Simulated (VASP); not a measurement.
# Ga3Se: relaxation of cell and atoms with PBE

Crystal: Ga3Se.

```
Ga Se
1.0
     4.43246    0.00000    0.00000
     0.00000    4.43246    0.00000
     0.00000    0.00000    4.43246
Ga Se
3 1
Direct
  0.00000 0.50000 0.50000
  0.50000 0.00000 0.50000
  0.50000 0.50000 0.00000
  0.00000 0.00000 0.00000
```

```
Program                : VASP 6.6.1
Task                   : relaxation of cell and atoms
Functional             : PBE
Potentials or basis    : VASP PAW PBE potentials, release 64 (Ga_d, Se)
Cutoff                 : 600 eV
k mesh                 : 10 × 10 × 10
Occupations            : gaussian, width 0.1 eV
Spin                   : no spin polarisation
Dipole correction      : no
Further INCAR settings : ALGO = Normal; EDIFF = 1e-06; IBRION = 2; EDIFFG = -0.01; NSW = 80; ISIF = 3
```

```json
{
 "Relaxed volume": "21.44 Å³/atom",
 "Relaxed cell": "a = 4.410 Å, b = 4.410 Å, c = 4.410 Å, α = 90.00°, β = 90.00°, γ = 90.00°",
 "Space group after relaxing (to 0.1 Å)": "Pm-3m (No. 221)",
 "Energy gained by relaxing": "0.6 meV/atom",
 "Ionic steps": "5",
 "Pressure after relaxing": "0.0 GPa",
 "Band gap on the k mesh": "zero (an odd number of electrons rules out a gap without spin polarisation)"
}
```

Step by step:
```tsv
step	energy change (eV)	largest force (eV/Å)	pressure (GPa)	volume (Å³)
1	0.0000	0.0000	-0.52	87.08
2	-0.0022	0.0000	-0.19	86.20
3	-0.0024	0.0000	-0.10	85.96
4	-0.0024	0.0000	0.13	85.48
5	-0.0025	0.0000	-0.01	85.74
```

Final structure:
```yaml
crystal:
  lattice:
    - [4.40960, 0.00000, 0.00000]
    - [0.00000, 4.40960, 0.00000]
    - [0.00000, 0.00000, 4.40960]
  atoms:
    - { symbol: Ga, position: [0.00000, 0.50000, 0.50000] }
    - { symbol: Ga, position: [0.50000, 0.00000, 0.50000] }
    - { symbol: Ga, position: [0.50000, 0.50000, 0.00000] }
    - { symbol: Se, position: [0.00000, 0.00000, 0.00000] }
```

Levels at points of the mesh, in eV from the Fermi level:
| k point | band 20 | band 21 | band 22 | band 23 | band 24 | band 25 |
| --- | --- | --- | --- | --- | --- | --- |
| (0.00, 0.00, 0.00) | -3.79 | -2.81 | -2.81 | 1.63 | 1.63 | 1.63 |
| (0.50, 0.00, 0.00) | -2.84 | -2.10 | -1.06 | -0.27 | -0.27 | 1.17 |
| (0.50, 0.50, 0.00) | -2.20 | -0.79 | -0.68 | -0.68 | 1.41 | 1.67 |
| (0.50, 0.50, 0.50) | -4.95 | -4.95 | -4.95 | -3.53 | 4.04 | 4.04 |

Run time: 3.8 min on 1 thread of Intel(R) Xeon(R) 6975P-C (Granite Rapids) (shared host), peak memory 0.31 GiB.
